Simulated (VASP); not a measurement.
A run of VASP 6.6.1:

Contents of INCAR:

```
SYSTEM = KTaO3
PREC = Accurate
ENCUT = 520
EDIFF = 1E-7
ISMEAR = -1
SIGMA = 0.01
LREAL = .False.
LASPH = .True.
NELM = 80
ALGO = Normal
ISIF = 2
LWAVE = .False.
LCHARG = .False.
GGA = PE
NBANDS = 27
```

File KPOINTS:

```
Automatic mesh
0
Gamma
  5 5 5
  0 0 0
```

POSCAR

```
KTaO3
1.0
    3.9883000000     -0.0398830000     -0.0398830000
   -0.0398830000      3.9883000000     -0.0398830000
   -0.0398830000     -0.0398830000      3.9883000000
K Ta O
1 1 3
Direct
    0.5000000000      0.5000000000      0.5000000000
    0.0000000000      0.0000000000      0.0000000000
    0.5000000000      0.0000000000      0.0000000000
    0.0000000000      0.5000000000      0.0000000000
    0.0000000000      0.0000000000      0.5000000000
```

Potentials or basis: VASP PAW PBE potentials, release 64 (K_sv, Ta_pv, O).

Launch:

```console
$ cat potpaw_PBE.64/K_sv/POTCAR potpaw_PBE.64/Ta_pv/POTCAR potpaw_PBE.64/O/POTCAR > POTCAR
$ mpirun -np 1 vasp_std > vasp.out
```

Hardware: 1 thread of Intel Xeon 8259CL (shared host).

Estimate the wall time of this run.

Wall time 46 s on 1 thread of Intel Xeon 8259CL, with other jobs on the host, peak memory 0.19 GiB. Counts: scf iterations 14, k points 19.
